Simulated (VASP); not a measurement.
# TaN (I4/mmm) in VASP: notebook

The runs below take TaN through single point, with PBE.

Program: VASP 6.6.1. These are calculated values, not measurements. Logs are shortened: lines on timing, memory, paths and dates and some standing lists are left out, and cuts for length are marked.

**1. The cell of the first run**

The structure is tetragonal, space group I4/mmm (No. 139). Conventional cell: a = 3.189 Å, b = 3.189 Å, c = 4.358 Å, α = 90.00°, β = 90.00°, γ = 90.00°. Within 2.9 Å of Ta (site symmetry 4/mmm) lie 6 N at 2.18 to 2.26 Å. N (site symmetry 4/mmm) has 6 Ta at 2.18 to 2.26 Å within 2.9 Å.

**2. Single point, PBE (strain +0.0350 x Voigt [1, 1, 0, 0, 0, 0])**

The input, INCAR:

```
SYSTEM = TaN
PREC = Accurate
ENCUT = 520
EDIFF = 1E-6
ISMEAR = 0
SIGMA = 0.15
LREAL = .FALSE.
LASPH = .TRUE.
NELM = 60
ALGO = Normal
ISIF = 2
LWAVE = .FALSE.
LCHARG = .FALSE.
GGA = PE
NBANDS = 15
```

The input, KPOINTS:

```
regular mesh
0
G
  18 18 18
  0 0 0
```

The input, POSCAR:

```
TaN
1.0
    0.0000000000      2.2552650000      2.1790000000
    2.2552650000      0.0000000000      2.1790000000
    2.2552650000      2.2552650000      0.0000000000
Ta N
1 1
Direct
    0.5000000000      0.5000000000      0.5000000000
    0.0000000000      0.0000000000      0.0000000000
```

Potentials or basis: VASP PAW PBE potentials, release 64 (Ta_pv, N).

Launch:

```console
> cat potpaw_PBE.64/Ta_pv/POTCAR potpaw_PBE.64/N/POTCAR > POTCAR
> mpirun -np 1 vasp_std > vasp.out
```

OUTCAR:

```text
SYSTEM = TaN
   PREC = Accurate
   ENCUT = 520
   EDIFF = 1E-6
   ISMEAR = 0
   LREAL = .FALSE.
   LASPH = .TRUE.
   NELM = 60
   ISIF = 2
   GGA = PE

 ion  position               nearest neighbor table
   1  0.500  0.500  0.500-   2 2.18   2 2.18   2 2.26   2 2.26   2 2.26   2 2.26
   2  0.000  0.000  0.000-   1 2.18   1 2.18   1 2.26   1 2.26   1 2.26   1 2.26

  LATTYP: Found a body centered tetragonal cell.
 ALAT       =     3.1894263497
 C/A-ratio  =     1.3663899153

  Lattice vectors:

 A1 = (   0.0000000000,  -2.2552650000,  -2.1790000000)
 A2 = (   0.0000000000,   2.2552650000,  -2.1790000000)
 A3 = (   2.2552650000,   0.0000000000,   2.1790000000)

Analysis of symmetry for initial positions (statically):
=====================================================================
 Subroutine PRICEL returns:
 Original cell was already a primitive cell.

 Routine SETGRP: Setting up the symmetry group for a
 body centered tetragonal supercell.

 Subroutine GETGRP returns: Found 16 space group operations
 (whereof 16 operations were pure point group operations)
 out of a pool of 16 trial point group operations.

The static configuration has the point symmetry D_4h.

Analysis of symmetry for dynamics (positions and initial velocities):
=====================================================================
 Subroutine PRICEL returns:
 Original cell was already a primitive cell.

 Routine SETGRP: Setting up the symmetry group for a
 body centered tetragonal supercell.

 Subroutine GETGRP returns: Found 16 space group operations
 (whereof 16 operations were pure point group operations)
 out of a pool of 16 trial point group operations.

The dynamic configuration has the point symmetry D_4h.

 Subroutine INISYM returns: Found 16 space group operations
 (whereof 16 operations are pure point group operations),
 and found     1 'primitive' translations

----------------------------------------------------------------------------------------

                                     Primitive cell

  volume of cell :      22.1657

  direct lattice vectors                    reciprocal lattice vectors
     0.000000000  2.255265000  2.179000000    -0.221703436  0.221703436  0.229463056
     2.255265000  0.000000000  2.179000000     0.221703436 -0.221703436  0.229463056
     2.255265000  2.255265000  0.000000000     0.221703436  0.221703436 -0.229463056

  length of vectors
     3.135962567  3.135962567  3.189426350     0.388533295  0.388533295  0.388533295

  position of ions in fractional coordinates (direct lattice)
     0.500000000  0.500000000  0.500000000
     0.000000000  0.000000000  0.000000000

  ion indices of the primitive-cell ions
   primitive index   ion index
                 1           1
                 2           2

----------------------------------------------------------------------------------------

 KPOINTS: regular mesh

Automatic generation of k-mesh.
 Grid dimensions read from file:
 generate k-points for:   18   18   18

 Generating k-lattice:

  Cartesian coordinates                     Fractional coordinates (reciprocal lattice)
    -0.012316858  0.012316858  0.012747948     0.055555556 -0.000000000  0.000000000
     0.012316858 -0.012316858  0.012747948    -0.000000000  0.055555556  0.000000000
     0.012316858  0.012316858 -0.012747948     0.000000000  0.000000000  0.055555556

  Length of vectors
     0.021585183  0.021585183  0.021585183

  Shift w.r.t. Gamma in fractional coordinates (k-lattice)
     0.000000000  0.000000000  0.000000000

 Subroutine IBZKPT returns following result:
 ===========================================

 Found    480 irreducible k-points:

 Following reciprocal coordinates:
            Coordinates               Weight
  0.000000  0.000000  0.000000      1.000000
  0.055556  0.000000  0.000000      8.000000
  0.111111  0.000000  0.000000      8.000000
  0.166667  0.000000  0.000000      8.000000
  0.222222  0.000000  0.000000      8.000000
  0.277778  0.000000  0.000000      8.000000
[... 16 lines left out ...]
 -0.277778  0.055556  0.000000      8.000000
 -0.222222  0.055556  0.000000      8.000000
 [... further k-points ...]
   k-points           NKPTS =    480   k-points in BZ     NKDIM =    480   number of bands    NBANDS=     15
   number of dos      NEDOS =    301   number of ions     NIONS =      2
   total plane-waves  NPLWV =  13824
   dimension x,y,z NGX =    24 NGY =   24 NGZ =   24
   dimension x,y,z NGXF=    48 NGYF=   48 NGZF=   48
   ions per type =               1   1
   NGX,Y,Z   is equivalent  to a cutoff of  12.72, 12.72, 12.51 a.u.
   NGXF,Y,Z  is equivalent  to a cutoff of  25.45, 25.45, 25.02 a.u.
 SYSTEM =  TaN
   PREC   = accura    normal or accurate (medium, high low for compatibility)
   ISTART =      0    job   : 0-new  1-cont  2-samecut
   ICHARG =      2    charge: 1-file 2-atom 10-const
   ISPIN  =      1    spin polarized calculation?
   LNONCOLLINEAR =      F non collinear calculations
   LSORBIT =      F    spin-orbit coupling
   LASPH  =      T    aspherical Exc in radial PAW
   ENCUT  =  520.0 eV  38.22 Ry    6.18 a.u.   5.83  5.83  5.93*2*pi/ulx,y,z
   NELM   =     60;   NELMIN=  2; NELMDL= -5     # of ELM steps
   EDIFF  = 0.1E-05   stopping-criterion for ELM
   LREAL  =      F    real-space projection
   EDIFFG = 0.1E-04   stopping-criterion for IOM
   NSW    =      0    number of steps for IOM
   IBRION =     -1    ionic relax: 0-MD 1-quasi-New 2-CG
   NFREE  =      0    steps in history (QN), initial steepest desc. (CG)
   ISIF   =      2    stress and relaxation
   ISYM   =      2    0-nonsym 1-usesym 2-fastsym
   POTIM  = 0.5000    time-step for ionic-motion
   TEBEG  =    0.0;   TEEND  =   0.0 temperature during run
   PSTRESS=    0.0 pullay stress
   NELECT =      16.0000    total number of electrons
   NUPDOWN=      -1.0000    fix difference up-down
   EMIN   =  10.00;   EMAX   =-10.00  energy-range for DOS
   EFERMI =   0.00;   METHOD = LEGACY
   ISMEAR =     0;   SIGMA  =   0.15  broadening in eV -4-tet -1-fermi 0-gaus
   EFERMI_NEDOS =   21; number of points for ismear=-14 and -15
   IALGO  =     38    algorithm
   IMIX   =      4    mixing-type and parameters
     AMIX     =   0.40;   BMIX     =  1.00
     AMIX_MAG =   1.60;   BMIX_MAG =  1.00
  volume/ion in A,a.u.               =      11.08        74.79
  Fermi-wavevector in a.u.,A,eV,Ry     =   1.468545  2.775148 29.342671  2.156625
  Thomas-Fermi vector in A             =   2.584030
   LORBIT       =      0    0 simple, 1 ext, 2 COOP (PROOUT), +10 PAW based schemes
   GGA     = PE    functional components
   LHFCALC =     F    Hartree Fock is set to
   AEXX    =    0.0000 exact exchange contribution
   IVDW    =     0    specifies the selected vdW correction
   LEPSILON=     F    determine dielectric tensor
   LRPA    =     F    only Hartree local field effects (RPA)
 non-spin polarized calculation
 Gauss-broadening in eV      SIGMA  =   0.15
  energy-cutoff  :      520.00
  volume of cell :       22.17
 maximum number of plane-waves:       612
   NGX = 11   NGY = 11   NGZ = 11

 number of electron      16.0000001 magnetization

 Free energy of the ion-electron system (eV)
  ---------------------------------------------------
  ext. energy  EPLUGINS =         0.00000000
  ---------------------------------------------------
  free energy    TOTEN  =       -21.79033169 eV

  energy without entropy =      -21.78057227  energy(sigma->0) =      -21.78545198

 E-fermi :   9.0797     XC(G=0): -13.2065

 val. band max:        9.0774351591   @ k =   0.2222   0.0000   0.1111
 cond. band min:       9.0864986865   @ k =  -0.2778  -0.0000   0.1111
 fundamental gap:      0.0090635274
 Fermi energy:         9.0797414183

 k-point     1 :       0.0000    0.0000    0.0000
  band No.  band energies     occupation
      1     -26.7808      2.00000
      2     -26.7808      2.00000
      3     -26.7559      2.00000
      4      -9.4476      2.00000
      5       5.3275      2.00000
      6       5.3275      2.00000
      7       5.4617      2.00000
      8       6.9648      2.00000
      9       6.9648      2.00000
     10       7.3504      2.00000
     11       8.9048      1.90087
     12       9.0343      1.33145
     13      10.6058      0.00000
     14      18.4808      0.00000
     15      21.3590      0.00000

 k-point     2 :       0.0556    0.0000    0.0000
  band No.  band energies     occupation
      1     -26.7995      2.00000
      2     -26.7836      2.00000
      3     -26.7624      2.00000
      4      -9.3783      2.00000
      5       4.9449      2.00000
      6       5.0610      2.00000
      7       5.1806      2.00000
      8       7.1002      2.00000
      9       7.1369      2.00000
     10       7.4599      2.00000
     11       9.1943      0.27998
     12       9.3350      0.01610
     13      10.8483      0.00000
     14      18.7017      0.00000
     15      21.3588      0.00000

 k-point     3 :       0.1111    0.0000    0.0000
  band No.  band energies     occupation
      1     -26.8638      2.00000
      2     -26.7916      2.00000
      3     -26.7699      2.00000
      4      -9.1758      2.00000
      5       4.0934      2.00000
      6       4.4873      2.00000
      7       4.5995      2.00000
      8       7.4111      2.00000
      9       7.4458      2.00000
     10       7.6863      2.00000
     11       9.9253      0.00000
     12      10.0860      0.00000
     13      11.4843      0.00000
     14      19.3219      0.00000
     15      21.3586      0.00000

 k-point     4 :       0.1667    0.0000    0.0000
  band No.  band energies     occupation
      1     -26.9643      2.00000
      2     -26.8039      2.00000
      3     -26.7778      2.00000
      4      -8.8573      2.00000
      5       3.1062      2.00000
      6       3.8524      2.00000
      7       3.9478      2.00000
      8       7.7787      2.00000
      9       7.8435      2.00000
     10       8.0035      2.00000
     11      10.8833      0.00000
     12      11.0488      0.00000
     13      12.3329      0.00000
     14      20.1975      0.00000
     15      21.3581      0.00000
[... 307 lines left out ...]
 k-point    22 :      -0.3333    0.0556    0.0000
  band No.  band energies     occupation
      1     -27.3513      2.00000
      2     -26.8481      2.00000
      3     -26.8324      2.00000
      4      -7.4047      2.00000
      5       0.1392      2.00000
      6       2.1540      2.00000
      7       2.4464      2.00000
      8       9.1209      0.69798
      9       9.5961      0.00000
     10      10.3363      0.00000
     11      13.8652      0.00000
     12      14.4694      0.00000
     13      14.7748      0.00000
     14      20.2508      0.00000
     15      21.3738      0.00000

 k-point    23 :      -0.2778    0.0556    0.0000
  band No.  band energies     occupation
      1     -27.2437      2.00000
      2     -26.8319      2.00000
      3     -26.8251      2.00000
      4      -7.8530      2.00000
      5       0.8745      2.00000
      6       2.4911      2.00000
      7       2.8850      2.00000
      8       8.5473      2.00000
      9       8.9064      1.89780
     10       9.8164      0.00000
     11      13.3919      0.00000
     12      13.6498      0.00000
     13      13.8770      0.00000
     14      20.8869      0.00000
     15      21.3794      0.00000

 k-point    24 :      -0.2222    0.0556    0.0000
  band No.  band energies     occupation
      1     -27.1230      2.00000
      2     -26.8155      2.00000
      3     -26.8148      2.00000
      4      -8.3056      2.00000
      5       1.7167      2.00000
      6       2.9349      2.00000
      7       3.4138      2.00000
      8       8.1087      2.00000
      9       8.2683      2.00000
     10       9.2485      0.11155
     11      12.3082      0.00000
     12      12.8602      0.00000
     13      13.0553      0.00000
     14      21.1999      0.00000
     15      21.3745      0.00000

 [... further k-points ...]

------------------------ aborting loop because EDIFF is reached ----------------------------------------

  FORCE on cell =-STRESS in cart. coord.  units (eV):
  Direction    XX          YY          ZZ          XY          YZ          ZX
  --------------------------------------------------------------------------------------
  -------------------------------------------------------------------------------------
  Total       -1.8349778     -1.8349778      0.6730085      0.0000000     -0.0000000     -0.0000000
  in kB     -132.6352690   -132.6352690     48.6461815      0.0000000     -0.0000000     -0.0000000
  external PRESSURE =     -72.2081188 kB  Pullay stress =       0.0000000 kB

 VOLUME and BASIS-vectors are now :
 -----------------------------------------------------------------------------
  energy-cutoff  :      520.00
  volume of cell :       22.17
      direct lattice vectors                 reciprocal lattice vectors
     0.000000000  2.255265000  2.179000000    -0.221703436  0.221703436  0.229463056
     2.255265000  0.000000000  2.179000000     0.221703436 -0.221703436  0.229463056
     2.255265000  2.255265000  0.000000000     0.221703436  0.221703436 -0.229463056

 POSITION                                       TOTAL-FORCE (eV/Angst)
 -----------------------------------------------------------------------------------
      2.25527      2.25527      2.17900         0.000000      0.000000      0.000000
      0.00000      0.00000      0.00000        -0.000000     -0.000000      0.000000
 -----------------------------------------------------------------------------------
    total drift:                                0.000000     -0.000000     -0.000000

  FREE ENERGIE OF THE ION-ELECTRON SYSTEM (eV)
  ---------------------------------------------------
  free  energy   TOTEN  =       -21.7903316920 eV

  energy  without entropy=      -21.7805722712  energy(sigma->0) =      -21.78545198
```

Run time: 36 s. Hardware: 1 thread of Intel Xeon 6975P-C (Granite Rapids), shared host; peak memory 0.27 GiB.

What came out:

```yaml
Free_energy: -21.7903 eV
Pressure: -7.2 GPa
Band_gap_on_the_k_mesh: zero (bands 8 and 9 overlap by 3.73 eV)
```

Stress tensor (GPa, compression positive):
```
-13.26   0.00   0.00
  0.00 -13.26   0.00
  0.00   0.00   4.86
```

Caveat: the cell differs from its parent crystal (strain +0.0350 x Voigt [1, 1, 0, 0, 0, 0]); the stress differs along the axes, from -13 to 5 GPa; spin-orbit coupling is left out, which moves the levels of the heavy elements.

**3. Single point, PBE (strain +0.0400 x Voigt [1, 1, 0, 0, 0, 0])**

The input, INCAR:

```
SYSTEM = TaN
  PREC = Accurate
  ENCUT = 520
  EDIFF = 1E-6
  ISMEAR = 0
  SIGMA = 0.15
  LREAL = .FALSE.
  LASPH = .TRUE.
  NELM = 80
  ALGO = Normal
  ISIF = 2
  LWAVE = .FALSE.
  LCHARG = .TRUE.
  GGA = PE
  LELF = .TRUE.
  LVHAR = .TRUE.
  NBANDS = 15
```

The input, KPOINTS:

```
Automatic mesh
0
G
  18 18 18
  0 0 0
```

The input, POSCAR:

```
TaN
1.0
    0.0000000000      2.2661600000      2.1790000000
    2.2661600000      0.0000000000      2.1790000000
    2.2661600000      2.2661600000      0.0000000000
Ta N
1 1
Direct
    0.5000000000      0.5000000000      0.5000000000
    0.0000000000      0.0000000000      0.0000000000
```

Potentials or basis: VASP PAW PBE potentials, release 64 (Ta_pv, N).

Launch:

```console
> cat potpaw_PBE.64/Ta_pv/POTCAR potpaw_PBE.64/N/POTCAR > POTCAR
> mpirun -np 1 vasp_std > vasp.out
```

It took 38 s on 1 thread of Intel Xeon 6975P-C (Granite Rapids), shared host; peak memory 0.27 GiB.

Results (log left out):

```
Free energy            : -21.7706 eV
Pressure               : -9.7 GPa
Band gap on the k mesh : zero (bands 8 and 9 overlap by 3.67 eV)
```

Stress tensor (GPa, compression positive):
```
-16.33   0.00   0.00
  0.00 -16.33   0.00
  0.00   0.00   3.47
```

Levels at points of the mesh, in eV from the Fermi level:
```
           k point  band 5  band 6  band 7  band 8  band 9  band 10  band 11  band 12
(0.00, 0.00, 0.00)   -3.72   -3.72   -3.58   -2.10   -2.10    -1.67    -0.20    -0.11
(0.50, 0.00, 0.00)   -9.96   -7.23   -7.22    1.57    1.91     1.92     3.65     6.55
(0.50, 0.50, 0.00)   -6.26   -5.17   -4.64   -4.64    1.99     3.27     3.27     4.07
(0.50, 0.00, 0.50)   -6.64   -5.09   -4.50   -4.38    1.84     3.02     3.48     4.10
```

Caveat: the cell differs from its parent crystal (strain +0.0400 x Voigt [1, 1, 0, 0, 0, 0]); the stress differs along the axes, from -16 to 3 GPa; spin-orbit coupling is left out, which moves the levels of the heavy elements.
